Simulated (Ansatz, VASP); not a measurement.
## AlNi3: VASP beside Ansatz

```
Ni Al
1.0
     3.52305    0.00000    0.00000
     0.00000    3.52305    0.00000
     0.00000    0.00000    3.52305
Ni Al
3 1
Direct
  0.50000 0.50000 0.00000
  0.50000 0.00000 0.50000
  0.00000 0.50000 0.50000
  0.00000 0.00000 0.00000
```

Alike in both runs: functional revPBE; k mesh 4 × 4 × 4; occupations fermi-dirac, width 0.05 eV; collinear spin.

|  | VASP | Ansatz |
| --- | --- | --- |
| version | VASP 6.6.1 | Ansatz 0.2.0 |
| potentials or method | VASP PAW PBE potentials, release 64 (Ni, Al) | Ansatz PAW |
| plane-wave cutoff (eV) | 520 | 420 |
| valence electrons in the cell | 33 | 57 |
| task | single point | band structure |

Ansatz gave:

- gap on the k mesh at the Fermi level (eV): none
- pressure (GPa): 10.4
- net moment per atom (μB): 0.00

Problem. Estimate VASP's values.

Solution. gap on the k mesh at the Fermi level (eV): none; pressure (GPa): 10.3; net moment per atom (μB): 0.00.

VASP's potentials were made for PBE, not for revPBE. A gap of «none» marks a metal or a gap that the smearing closes. VASP's potentials hold 33 valence electrons a cell and Ansatz's 57, so a difference there can come from the potentials and not from the codes.

The k mesh is coarse, so the values compare programs but aren't converged.
